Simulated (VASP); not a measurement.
# W (Fd-3m) in VASP: further runs, part 2 of 2

VASP 6.6.1. Earlier steps stand in the parts before.

## Step 4: Single point, PBE (11.16 Å³/atom)

This run uses another cell than the first one, of 11.16 Å³/atom.

Input file INCAR:

```
SYSTEM = W
ALGO = Normal
EDIFF = 1E-6
ENCUT = 520
GGA = PE
ISIF = 2
ISMEAR = -1
LASPH = .True.
LCHARG = .False.
LREAL = .False.
LWAVE = .False.
NBANDS = 21
NELM = 100
PREC = Accurate
SIGMA = 0.1
```

Input file KPOINTS:

```
k-points
0
Gamma
  12 12 12
  0 0 0
```

Input file POSCAR:

```
W
1.0
    0.0000000000      2.2344118557      2.2344118557
    2.2344118557      0.0000000000      2.2344118557
    2.2344118557      2.2344118557      0.0000000000
W
2
Direct
   -0.1250000000     -0.1250000000     -0.1250000000
    0.1250000000      0.1250000000      0.1250000000
```

Potentials or basis: VASP PAW PBE potentials, release 64 (W_sv).

On the command line:

```
> cat potpaw_PBE.64/W_sv/POTCAR > POTCAR
> mpirun -np 1 vasp_std > vasp.out
```

OUTCAR:

```text
SYSTEM = W
   EDIFF = 1E-6
   ENCUT = 520
   GGA = PE
   ISIF = 2
   ISMEAR = -1
   LASPH = .True.
   LREAL = .False.
   NELM = 100
   PREC = Accurate

 ion  position               nearest neighbor table
   1  0.875  0.875  0.875-   2 1.94   2 1.94   2 1.94   2 1.94
   2  0.125  0.125  0.125-   1 1.94   1 1.94   1 1.94   1 1.94

  LATTYP: Found a face centered cubic cell.
 ALAT       =     4.4688237114

  Lattice vectors:

 A1 = (   0.0000000000,   2.2344118557,   2.2344118557)
 A2 = (   2.2344118557,   0.0000000000,   2.2344118557)
 A3 = (   2.2344118557,   2.2344118557,   0.0000000000)

Analysis of symmetry for initial positions (statically):
=====================================================================
 Subroutine PRICEL returns:
 Original cell was already a primitive cell.

 Routine SETGRP: Setting up the symmetry group for a
 face centered cubic supercell.

 Subroutine GETGRP returns: Found 48 space group operations
 (whereof 12 operations were pure point group operations)
 out of a pool of 48 trial point group operations.

The static configuration has the point symmetry D_3d.
 The point group associated with its full space group is O_h .

Analysis of symmetry for dynamics (positions and initial velocities):
=====================================================================
 Subroutine PRICEL returns:
 Original cell was already a primitive cell.

 Routine SETGRP: Setting up the symmetry group for a
 face centered cubic supercell.

 Subroutine GETGRP returns: Found 48 space group operations
 (whereof 12 operations were pure point group operations)
 out of a pool of 48 trial point group operations.

The dynamic configuration has the point symmetry D_3d.
 The point group associated with its full space group is O_h .

 Subroutine INISYM returns: Found 48 space group operations
 (whereof 12 operations are pure point group operations),
 and found     1 'primitive' translations

[... 110 lines left out ...]
   EFERMI_NEDOS =   21; number of points for ismear=-14 and -15
   IALGO  =     38    algorithm
   IMIX   =      4    mixing-type and parameters
     AMIX     =   0.40;   BMIX     =  1.00
     AMIX_MAG =   1.60;   BMIX_MAG =  1.00
  volume/ion in A,a.u.               =      11.16        75.28
  Fermi-wavevector in a.u.,A,eV,Ry     =   1.765852  3.336976 42.426136  3.118233
  Thomas-Fermi vector in A             =   2.833551
   LORBIT       =      0    0 simple, 1 ext, 2 COOP (PROOUT), +10 PAW based schemes
   GGA     = PE    functional components
   LHFCALC =     F    Hartree Fock is set to
   AEXX    =    0.0000 exact exchange contribution
   IVDW    =     0    specifies the selected vdW correction
   LEPSILON=     F    determine dielectric tensor
   LRPA    =     F    only Hartree local field effects (RPA)
 non-spin polarized calculation
  energy-cutoff  :      520.00
  volume of cell :       22.31
 maximum number of plane-waves:       620
   NGX = 11   NGY = 11   NGZ = 11

 number of electron      28.0000002 magnetization

 Free energy of the ion-electron system (eV)
  ---------------------------------------------------
  ext. energy  EPLUGINS =         0.00000000
  ---------------------------------------------------
  free energy    TOTEN  =         0.76713005 eV

  energy without entropy =        0.79218971  energy(sigma->0) =        0.77965988

 E-fermi :  16.9379     XC(G=0): -15.2391

 val. band max:       16.9327671126   @ k =   0.1667   0.1667   0.0000
 cond. band min:      16.9510519498   @ k =  -0.4167   0.3333   0.0000
 fundamental gap:      0.0182848372
 Fermi energy:        16.9378790400

 k-point     1 :       0.0000    0.0000    0.0000
  band No.  band energies     occupation
      1     -59.4981      2.00000
      2     -55.0518      2.00000
      3     -25.1570      2.00000
      4     -25.1570      2.00000
      5     -25.1570      2.00000
      6     -19.9760      2.00000
[... 565 lines left out ...]
     20      26.9221      0.00000
     21      34.3021      0.00000

 [... further k-points ...]

------------------------ aborting loop because EDIFF is reached ----------------------------------------

  FORCE on cell =-STRESS in cart. coord.  units (eV):
  Direction    XX          YY          ZZ          XY          YZ          ZX
  --------------------------------------------------------------------------------------
  -------------------------------------------------------------------------------------
  Total       69.6840634     69.6840634     69.6840634     -0.0000000      0.0000000      0.0000000
  in kB     5004.0814854   5004.0814854   5004.0814854     -0.0000000      0.0000000      0.0000000
  external PRESSURE =    5004.0814854 kB  Pullay stress =       0.0000000 kB

 VOLUME and BASIS-vectors are now :
 -----------------------------------------------------------------------------
  energy-cutoff  :      520.00
  volume of cell :       22.31
      direct lattice vectors                 reciprocal lattice vectors
     0.000000000  2.234411856  2.234411856    -0.223772533  0.223772533  0.223772533
     2.234411856  0.000000000  2.234411856     0.223772533 -0.223772533  0.223772533
     2.234411856  2.234411856  0.000000000     0.223772533  0.223772533 -0.223772533

 POSITION                                       TOTAL-FORCE (eV/Angst)
 -----------------------------------------------------------------------------------
      3.91022      3.91022      3.91022        -0.000000     -0.000000     -0.000000
      0.55860      0.55860      0.55860         0.000000      0.000000      0.000000
 -----------------------------------------------------------------------------------
    total drift:                                0.000000      0.000000      0.000000

  FREE ENERGIE OF THE ION-ELECTRON SYSTEM (eV)
  ---------------------------------------------------
  free  energy   TOTEN  =         0.7671300506 eV

  energy  without entropy=        0.7921897119  energy(sigma->0) =        0.77965988
```

stdout:

```text
POSCAR found type information on POSCAR W
 POSCAR found :  1 types and       2 ions
 scaLAPACK will be used
 LDA part: xc-table for (Slater+PW92), standard interpolation
 POSCAR, INCAR and KPOINTS ok, starting setup
 FFT: planning ... GRIDC
 FFT: planning ... GRID_SOFT
 FFT: planning ... GRID
 WAVECAR not read
 entering main loop
```

Run time: 36 s. Hardware: 1 thread of Intel Xeon 8259CL, shared host; peak memory 0.16 GiB.

Results:

| Quantity | Value |
| --- | --- |
| Free energy | 0.7671 eV |
| Pressure | 500.4 GPa |
| Band gap on the k mesh | zero (bands 14 and 15 overlap by 1.74 eV) |

Caveat: atoms lie so close that the PAW spheres overlap strongly, which falsifies energies and pressures; the cell stands under pressure; spin-orbit coupling is left out, which moves the levels of the heavy elements.

## Step 5: Single point, PBE (13.63 Å³/atom)

This run uses another cell than the first one, of 13.63 Å³/atom.

Input file INCAR:

```
SYSTEM = W
PREC = Accurate ; ENCUT = 520
EDIFF = 1E-6 ; ISMEAR = -1
SIGMA = 0.1 ; LREAL = .FALSE.
LASPH = .TRUE. ; NELM = 100
ALGO = Normal ; ISIF = 2
LWAVE = .FALSE. ; LCHARG = .TRUE.
GGA = PE ; LELF = .TRUE.
LVHAR = .TRUE. ; NBANDS = 21
```

Input file KPOINTS:

```
regular mesh
0
G
  12 12 12
  0 0 0
```

Input file POSCAR:

```
W
1.0
    0.0000000000      2.3889842448      2.3889842448
    2.3889842448      0.0000000000      2.3889842448
    2.3889842448      2.3889842448      0.0000000000
W
2
Direct
   -0.1250000000     -0.1250000000     -0.1250000000
    0.1250000000      0.1250000000      0.1250000000
```

On the command line:

```
> cat potpaw_PBE.64/W_sv/POTCAR > POTCAR
> mpirun -np 1 vasp_std > vasp.out
```

Run time: 73 s. Hardware: 1 thread of Intel Xeon 8259CL, shared host; peak memory 0.18 GiB.

The run converged. Its results:

```yaml
Free_energy: -10.3012 eV
Pressure: 248.1 GPa
Band_gap_on_the_k_mesh: zero (bands 14 and 15 overlap by 1.25 eV)
```

Levels at points of the mesh, in eV from the Fermi level:
```csv
k point,band 10,band 11,band 12,band 13,band 14,band 15,band 16,band 17,band 18,band 19
"(0.00, 0.00, 0.00)",-5.52,-5.52,-2.24,-2.24,-2.24,2.63,2.63,2.63,9.70,9.70
"(0.50, 0.00, 0.00)",-4.93,-4.93,-4.43,-3.47,-3.47,1.00,5.04,5.04,6.95,7.44
"(0.50, 0.50, 0.00)",-7.09,-3.44,-3.44,-0.02,-0.02,0.73,0.73,7.72,7.72,7.83
```

Caveat: atoms lie so close that the PAW spheres overlap strongly, which falsifies energies and pressures; the cell stands under pressure; spin-orbit coupling is left out, which moves the levels of the heavy elements.

## Step 6: Single point, PBE (16.11 Å³/atom)

This run uses another cell than the first one, of 16.11 Å³/atom.

Input file INCAR:

```
PREC = Accurate
ENCUT = 520
EDIFF = 1E-6
ISMEAR = -1
SIGMA = 0.1
LREAL = F
LASPH = T
NELM = 80
ALGO = Normal
ISIF = 2
LWAVE = F
LCHARG = F
GGA = PE
NBANDS = 21
```

Input file KPOINTS:

```
Automatic mesh
0
Gamma
  12 12 12
```

Input file POSCAR:

```
W
1.0
    0.0000000000      2.5257876844      2.5257876844
    2.5257876844      0.0000000000      2.5257876844
    2.5257876844      2.5257876844      0.0000000000
W
2
Direct
   -0.1250000000     -0.1250000000     -0.1250000000
    0.1250000000      0.1250000000      0.1250000000
```

Potentials or basis: VASP PAW PBE potentials, release 64 (W_sv).

On the command line:

```
> cat potpaw_PBE.64/W_sv/POTCAR > POTCAR
> mpirun -np 1 vasp_std > vasp.out
```

OUTCAR:

```text
PREC = Accurate
   ENCUT = 520
   EDIFF = 1E-6
   ISMEAR = -1
   LREAL = F
   LASPH = T
   NELM = 80
   ISIF = 2
   GGA = PE

 ion  position               nearest neighbor table
   1  0.875  0.875  0.875-   2 2.19   2 2.19   2 2.19   2 2.19
   2  0.125  0.125  0.125-   1 2.19   1 2.19   1 2.19   1 2.19

  LATTYP: Found a face centered cubic cell.
 ALAT       =     5.0515753688

  Lattice vectors:

 A1 = (   0.0000000000,   2.5257876844,   2.5257876844)
 A2 = (   2.5257876844,   0.0000000000,   2.5257876844)
 A3 = (   2.5257876844,   2.5257876844,   0.0000000000)

Analysis of symmetry for initial positions (statically):
=====================================================================
 Subroutine PRICEL returns:
 Original cell was already a primitive cell.

 Routine SETGRP: Setting up the symmetry group for a
 face centered cubic supercell.

 Subroutine GETGRP returns: Found 48 space group operations
 (whereof 12 operations were pure point group operations)
 out of a pool of 48 trial point group operations.

[... 157 lines left out ...]
  ext. energy  EPLUGINS =         0.00000000
  ---------------------------------------------------
  free energy    TOTEN  =       -15.87623232 eV

  energy without entropy =      -15.83269061  energy(sigma->0) =      -15.85446146

 E-fermi :  10.4291     XC(G=0): -13.0264

 val. band max:       10.4278249669   @ k =  -0.1667   0.2500   0.0833
 cond. band min:      10.4323350053   @ k =   0.1667   0.1667   0.0000
 fundamental gap:      0.0045100384
 Fermi energy:        10.4291060315

 k-point     1 :       0.0000    0.0000    0.0000
  band No.  band energies     occupation
      1     -63.2371      2.00000
      2     -61.7730      2.00000
      3     -28.4938      2.00000
      4     -28.4938      2.00000
      5     -28.4938      2.00000
      6     -25.8877      2.00000
[... 565 lines left out ...]
     20      17.6954      0.00000
     21      22.8815      0.00000

 [... further k-points ...]

------------------------ aborting loop because EDIFF is reached ----------------------------------------

  FORCE on cell =-STRESS in cart. coord.  units (eV):
  Direction    XX          YY          ZZ          XY          YZ          ZX
  --------------------------------------------------------------------------------------
  -------------------------------------------------------------------------------------
  Total       25.3440916     25.3440916     25.3440916      0.0000000      0.0000000      0.0000000
  in kB     1259.9891133   1259.9891133   1259.9891133      0.0000000      0.0000000      0.0000000
  external PRESSURE =    1259.9891133 kB  Pullay stress =       0.0000000 kB

 VOLUME and BASIS-vectors are now :
 -----------------------------------------------------------------------------
  energy-cutoff  :      520.00
  volume of cell :       32.23
      direct lattice vectors                 reciprocal lattice vectors
     0.000000000  2.525787684  2.525787684    -0.197958048  0.197958048  0.197958048
     2.525787684  0.000000000  2.525787684     0.197958048 -0.197958048  0.197958048
     2.525787684  2.525787684  0.000000000     0.197958048  0.197958048 -0.197958048

 POSITION                                       TOTAL-FORCE (eV/Angst)
 -----------------------------------------------------------------------------------
      4.42013      4.42013      4.42013         0.000000      0.000000      0.000000
      0.63145      0.63145      0.63145        -0.000000     -0.000000     -0.000000
 -----------------------------------------------------------------------------------
    total drift:                                0.000000     -0.000000     -0.000000

  FREE ENERGIE OF THE ION-ELECTRON SYSTEM (eV)
  ---------------------------------------------------
  free  energy   TOTEN  =       -15.8762323183 eV

  energy  without entropy=      -15.8326906111  energy(sigma->0) =      -15.85446146
```

stdout:

```text
POSCAR found type information on POSCAR W
 POSCAR found :  1 types and       2 ions
 scaLAPACK will be used
 LDA part: xc-table for (Slater+PW92), standard interpolation
 POSCAR, INCAR and KPOINTS ok, starting setup
 FFT: planning ... GRIDC
 FFT: planning ... GRID_SOFT
 FFT: planning ... GRID
 WAVECAR not read
 entering main loop
```

Run time: 64 s. Hardware: 1 thread of Intel Xeon 8259CL, shared host; peak memory 0.18 GiB.

What came out:

```
Free energy            : -15.8762 eV
Pressure               : 126.0 GPa
Band gap on the k mesh : zero (bands 14 and 15 overlap by 1.07 eV)
```

Caveat: the cell stands under pressure; spin-orbit coupling is left out, which moves the levels of the heavy elements.

## Step 7: The runs side by side

```tsv
cell	gap on the mesh (eV)	pressure (GPa)
a = 3.160 Å, angles 60.0°, 2 atoms	none	500.4
a = 3.379 Å, angles 60.0°, 2 atoms	none	248.1
a = 3.572 Å, angles 60.0°, 2 atoms	none	126.0
```

Alike in all rows: task single point; level PBE; potentials or basis VASP PAW PBE potentials, release 64 (W_sv); no spin polarisation; k mesh 12 × 12 × 12; cutoff (eV) 520; smearing fermi-dirac 0.1 eV.

Caveats: the cell stands under pressure; spin-orbit coupling is left out, which moves the levels of the heavy elements; atoms lie so close that the PAW spheres overlap strongly, which falsifies energies and pressures (at least some runs).

Total energies depend on the potentials used, so only differences within one code and one set of settings carry meaning.

The gap in the log of VASP goes by the Fermi energy; the results here count the filled bands.